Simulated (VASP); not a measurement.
A run of VASP 6.6.1:

The input INCAR:

```
SYSTEM = Ge2Sb2Te5
PREC = Accurate ; ENCUT = 520
EDIFF = 1E-6 ; ISMEAR = 0
SIGMA = 0.15 ; LREAL = .False.
LASPH = .True. ; NELM = 60
ALGO = Normal ; ISIF = 2
LWAVE = .False. ; LCHARG = .True.
GGA = PE ; LELF = .True.
LVHAR = .True. ; NBANDS = 44
```

Contents of KPOINTS:

```
Automatic mesh
0
Gamma
  11 11 3
  0 0 0
```

File POSCAR:

```
Ge2Sb2Te5
1.0
   -4.2638280272      0.0000000000      0.0000000000
   -2.1319140136     -3.6925833890      0.0000000000
    0.0000000000      0.0000000000     21.0657398959
Ge Sb Te
2 2 5
Direct
    0.0000000000      0.0000000000      0.7135842463
    1.0000000000      1.0000000000      0.1440044254
    0.3333333333      0.3333333333      0.5250678719
    0.6666666667      0.6666666667      0.3325207998
    1.0000000000      1.0000000000      0.4287943359
    0.3333333333      0.3333333333      0.2496185159
    0.6666666667      0.6666666667      0.6079701558
    0.3333333333      0.3333333333      0.7807521685
    0.6666666667      0.6666666667      0.0768365032
```

Potentials or basis: VASP PAW PBE potentials, release 64 (Ge_d, Sb, Te).

Run with:

```console
$ cat potpaw_PBE.64/Ge_d/POTCAR potpaw_PBE.64/Sb/POTCAR potpaw_PBE.64/Te/POTCAR > POTCAR
$ mpirun -np 1 vasp_std > vasp.out
```

Hardware: 1 thread of Intel Xeon 8259CL, with other jobs on the host.

Task: Estimate the wall time of this run.

Result: It took 21 min on 1 thread of Intel Xeon 8259CL (shared host), peak memory 0.78 GiB. Counts: scf iterations 18, k points 42.
